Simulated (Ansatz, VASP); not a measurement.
**One calculation of Ca, two programs**

```xyz
1
Lattice="0.0000 2.7942 2.7942 2.7942 0.0000 2.7942 2.7942 2.7942 0.0000" Properties=species:S:1:pos:R:3 pbc="T T T"
Ca    0.0000    0.0000    0.0000
```

Alike in both runs: task electric field gradients; functional r2SCAN; k mesh 11 × 11 × 11; occupations fermi-dirac, width 0.08 eV; no spin polarisation.

|  | VASP | Ansatz |
| --- | --- | --- |
| version | VASP 6.6.1 | Ansatz 0.2.0 |
| potentials or method | VASP PAW PBE potentials, release 64 (Ca_sv) | PAW with Ansatz's default frozen-core files, scalar-relativistic |
| plane-wave cutoff (eV) | 440 | 500 |
| valence electrons in the cell | 10 | 10 |

|  | VASP | Ansatz | Ansatz less VASP |
| --- | --- | --- | --- |
| pressure (GPa) | -0.1 | -0.2 | -0.06 |

VASP's potentials were made for PBE, not for r2SCAN.
